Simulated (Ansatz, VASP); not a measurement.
# Na: VASP beside Ansatz

```
Na
1.0
     3.76700    0.00000    0.00000
    -1.88350    3.26232    0.00000
     0.00000    0.00000    6.33862
Na
2
Direct
  0.33333 0.66667 0.25000
  0.66667 0.33333 0.75000
```

Change from the starting cell: zz strain of +3 %, PAW files.

Alike in both runs: task electric field gradients; functional PBE; k mesh 13 × 13 × 7; occupations fermi-dirac, width 0.05 eV; no spin polarisation.

|  | VASP | Ansatz |
| --- | --- | --- |
| version | VASP 6.6.1 | Ansatz 0.2.0 |
| potentials or method | VASP PAW PBE potentials, release 64 (Na_pv) | PAW with Ansatz's default frozen-core files, scalar-relativistic |
| plane-wave cutoff (eV) | 520 | 420 |
| valence electrons in the cell | 14 | 18 |

Ansatz gave:

```
pressure (GPa)                                                : -0.3
traceless stress, the component that is largest in VASP (GPa) : -0.13
size of Vzz on the site where it differs most (V/Å²)          : 0.4
```

Question: Which values does VASP return?

Answer: Pressure (GPa): -0.4; traceless stress, the component that is largest in VASP (GPa): -0.13; size of Vzz on the site where it differs most (V/Å²): 0.5.

VASP's potentials hold 14 valence electrons a cell and Ansatz's 18, so a difference there can come from the potentials and not from the codes.
